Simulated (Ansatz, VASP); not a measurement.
TaN in VASP and in Ansatz

```
CELL_PARAMETERS angstrom
0.00000 2.21132 2.21132
2.21132 0.00000 2.21132
2.21132 2.21132 0.00000
ATOMIC_POSITIONS crystal
Ta 0.50000 0.50000 0.50000
N 0.00000 0.00000 0.00000
```

Alike in both runs: functional r2SCAN; k mesh 10 × 10 × 10; occupations fermi-dirac, width 0.05 eV; no spin polarisation; Hubbard terms Ta d U = 4.0 eV.

```csv
,VASP,Ansatz
version,VASP 6.6.1,Ansatz 0.2.0
potentials or method,"VASP PAW PBE potentials, release 64 (Ta_pv, N)",Ansatz PAW
plane-wave cutoff (eV),520,500
valence electrons in the cell,16,18
task,single point,projected density of states
```

VASP gave:

```
gap on the k mesh at the Fermi level (eV) : none
pressure (GPa)                            : 7.5
```

Question: Estimate Ansatz's values.

Answer: gap on the k mesh at the Fermi level (eV): none; pressure (GPa): -2.4.

VASP's potentials were made for PBE, not for r2SCAN. The programs project onto different local orbitals, so the same U acts differently, and such runs can settle in different states. A gap of «none» marks a metal or a gap that the smearing closes. VASP's potentials hold 16 valence electrons a cell and Ansatz's 18, so a difference there can come from the potentials and not from the codes.

Neither program's run includes spin-orbit coupling.
